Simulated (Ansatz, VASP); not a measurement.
**One calculation of TeMo2, two programs**

```
Te Mo
1.0
     0.00000    3.82635    3.82635
     3.82635    0.00000    3.82635
     3.82635    3.82635    0.00000
Te Mo
2 4
Direct
  0.75000 0.75000 0.75000
  0.50000 0.50000 0.50000
  0.12500 0.12500 0.12500
  0.12500 0.12500 0.62500
  0.12500 0.62500 0.12500
  0.62500 0.12500 0.12500
```

Alike in both runs: functional PBE; k mesh 3 × 3 × 3; occupations gaussian, width 0.2 eV; no spin polarisation.

Ansatz relaxed the structure, and its values are those at the end. VASP's run is a single point on that final structure, the one shown.

```csv
,VASP,Ansatz
version,VASP 6.6.1,Ansatz 0.2.0
potentials or method,"VASP PAW PBE potentials, release 64 (Te, Mo_sv), cutoff 500 eV","scalar-relativistic, plane waves, PAW"
valence electrons in the cell,68,88
```

```tsv
	VASP	Ansatz	Ansatz less VASP
gap on the k mesh at the Fermi level (eV)	none	none	-
pressure (GPa)	-0.2	-0.4	-0.19
```

A gap of «none» marks a metal or a gap that the smearing closes. The functional is the same, so the differences come from potentials, cutoffs and numerics. VASP's potentials hold 68 valence electrons a cell and Ansatz's 88, so a difference there can come from the potentials and not from the codes.

The k mesh is coarse, so the values compare programs but aren't converged. Neither program's run includes spin-orbit coupling.
